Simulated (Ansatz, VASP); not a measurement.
## Two plane-wave programs on As5S

```
As S
1.0
     3.10509    0.00000    0.00000
    -1.55255    2.68909    0.00000
     0.00000    0.00000   15.38422
As S
5 1
Direct
  0.66667 0.33333 0.87814
  0.00000 0.00000 0.63812
  0.66667 0.33333 0.50000
  0.00000 0.00000 0.36188
  0.66667 0.33333 0.12186
  0.00000 0.00000 0.00000
```

Change from the starting cell: species swapped into the Ca5Mg type (P-6m2, No. 187).

Alike in both runs: task relaxation of cell and atoms; functional PBE; k mesh 12 × 12 × 4; occupations gaussian, width 0.1 eV; no spin polarisation.

|  | VASP | Ansatz |
| --- | --- | --- |
| version | VASP 6.6.1 | Ansatz 0.2.0 |
| potentials or method | VASP PAW PBE potentials, release 64 (As, S), cutoff 600 eV | scalar-relativistic, plane waves, PAW |
| valence electrons in the cell | 31 | 81 |

```tsv
	VASP	Ansatz	Ansatz less VASP
gap on the k mesh at the Fermi level, each at its own relaxed structure (eV)	none	none	-
relaxed volume (Å³/atom)	20.48	20.47	-0.009
relaxed cell length with the largest relative difference (Å)	10.656	10.649	-0.0067
```

A gap of «none» marks a metal or a gap that the smearing closes. VASP's potentials hold 31 valence electrons a cell and Ansatz's 81, so a difference there can come from the potentials and not from the codes.
